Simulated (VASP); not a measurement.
Set up this calculation in VASP 6.6.1, as the native input.

- Task: electric field gradients
- Functional: PBE
- Potentials or basis: VASP PAW PBE potentials, release 64 (In_d)
- Cutoff: 520 eV
- k mesh: 14 × 14 × 14
- Occupations: fermi-dirac, width 0.05 eV
- Spin: no spin polarisation
- Dipole correction: no
- Further INCAR settings: ALGO = Normal; EDIFF = 1e-08; NBANDS = 12

The structure of In lies in POSCAR:

```
In
1.0
   -1.6152359128      1.6152359128      2.4573458084
    1.6152359128     -1.6152359128      2.4573458084
    1.6152359128      1.6152359128     -2.4573458084
In
1
Direct
    0.0000000000      0.0000000000      0.0000000000
```

This cell differs from its parent crystal: volume scaled by 0.98.

The input as run:

INCAR

```
PREC = Accurate
ENCUT = 520
EDIFF = 1E-8
ISMEAR = -1
SIGMA = 0.05
LREAL = F
LASPH = T
NELM = 60
ALGO = Normal
ISIF = 2
LWAVE = F
LCHARG = F
GGA = PE
LEFG = T
NBANDS = 12
```

KPOINTS

```
regular mesh
0
Gamma
  14 14 14
```

Potentials or basis: VASP PAW PBE potentials, release 64 (In_d).

Launch:

```bash
$ cat potpaw_PBE.64/In_d/POTCAR > POTCAR
$ mpirun -np 1 vasp_std > vasp.out
```

Results of the run:

```
Pressure : 2.9 GPa
```

Caveat: without QUAD_EFG the Cq values of the log hold for a quadrupole moment of 1 mb, not for the nuclei.

Wall time 59 s on 1 thread of Intel Xeon 6975P-C (shared host), peak memory 0.21 GiB.
